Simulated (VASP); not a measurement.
Write the native input for VASP 6.6.1 that does the following.

* Task: single point
* Functional: PBE
* Potentials or basis: VASP PAW PBE potentials, release 64 (Cd, S)
* Cutoff: 500 eV
* k mesh: 8 × 8 × 8
* Occupations: fermi-dirac, width 0.02 eV
* Spin: no spin polarisation
* Dipole correction: no
* Further INCAR settings: ALGO = Normal; EDIFF = 1e-06; NBANDS = 16

The structure of CdS lies in POSCAR:

```
CdS
1.0
    0.0000000000      2.9165000000      2.9165000000
    2.9165000000      0.0000000000      2.9165000000
    2.9165000000      2.9165000000      0.0000000000
Cd S
1 1
Direct
    0.0000000000      0.0000000000      0.0000000000
    0.2500000000      0.2500000000      0.2500000000
```

These files were run (other wordings do the same):

INCAR

```
  ALGO = Normal
  EDIFF = 1E-6
  ENCUT = 500
  GGA = PE
  GGA_COMPAT = False
  ISIF = 2
  ISMEAR = -1
  LASPH = True
  LCHARG = False
  LREAL = False
  LWAVE = False
  NBANDS = 16
  NELM = 120
  PREC = Accurate
  SIGMA = 0.02
```

KPOINTS

```
k-points
0
Gamma
  8 8 8
```

Potentials or basis: VASP PAW PBE potentials, release 64 (Cd, S).

The run is started by

```console
$ cat potpaw_PBE.64/Cd/POTCAR potpaw_PBE.64/S/POTCAR > POTCAR
$ mpirun -np 1 vasp_std > vasp.out
```

It gave:

- Pressure: 3.2 GPa
- Band gap on the k mesh: 1.15 eV

Caveat: the cell stands under pressure.

Run time: 44 s on 1 thread of Intel Xeon 8259CL, on a shared host, peak memory 0.18 GiB.
